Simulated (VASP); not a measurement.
A run of VASP 6.6.1 is set up as follows.

File INCAR:

```
SYSTEM = C
PREC     = Accurate       ! precision mode
ENCUT    = 600            ! plane-wave cutoff, eV
EDIFF    = 1E-6           ! SCF threshold, eV
ISMEAR   = -1             ! smearing method
SIGMA    = 0.1            ! smearing width, eV
LREAL    = .False.        ! projectors in reciprocal space
LASPH    = .True.         ! aspherical terms in the spheres
NELM     = 60             ! most SCF steps
ALGO     = Normal         ! electronic algorithm
ISIF     = 3              ! what is computed and relaxed
LWAVE    = .False.        ! write WAVECAR
LCHARG   = .False.        ! write CHGCAR
GGA      = PE             ! functional
IBRION   = 2              ! ionic algorithm
NSW      = 60             ! ionic steps
EDIFFG   = -0.005         ! ionic threshold
PSTRESS  = 960.0
```

File KPOINTS:

```
regular mesh
0
Gamma
  25 25 25
  0 0 0
```

POSCAR

```
C
1.0
    0.0000000000      1.3751753490      1.3751753490
    1.3751753490      0.0000000000      1.3751753490
    1.3751753490      1.3751753490      0.0000000000
C
1
Direct
    0.0000000000      0.0000000000      0.0000000000
```

Potentials or basis: VASP PAW PBE potentials, release 64 (C).

The run is started by

```sh
$ cat potpaw_PBE.64/C/POTCAR > POTCAR
$ mpirun -np 1 vasp_std > vasp.out
```

Problem. Predict the space group after relaxing (to 0.1 Å).

Solution. Fm-3m (No. 225).

Problem. Estimate the band gap on the k mesh.

Solution. Zero (bands 2 and 3 overlap by 14.82 eV).

Problem. What does it give for the relaxed cell?

Solution. a = 1.944 Å, b = 1.944 Å, c = 1.944 Å, α = 60.00°, β = 60.00°, γ = 60.00°.

Final structure:
```xyz
1
Lattice="0.0000 1.3747 1.3747 1.3747 0.0000 1.3747 1.3747 1.3747 0.0000" Properties=species:S:1:pos:R:3 pbc="T T T"
C     0.0000    0.0000    0.0000
```

Caveat: the cell is relaxed towards a set pressure, so the run minimises the enthalpy, not the energy.
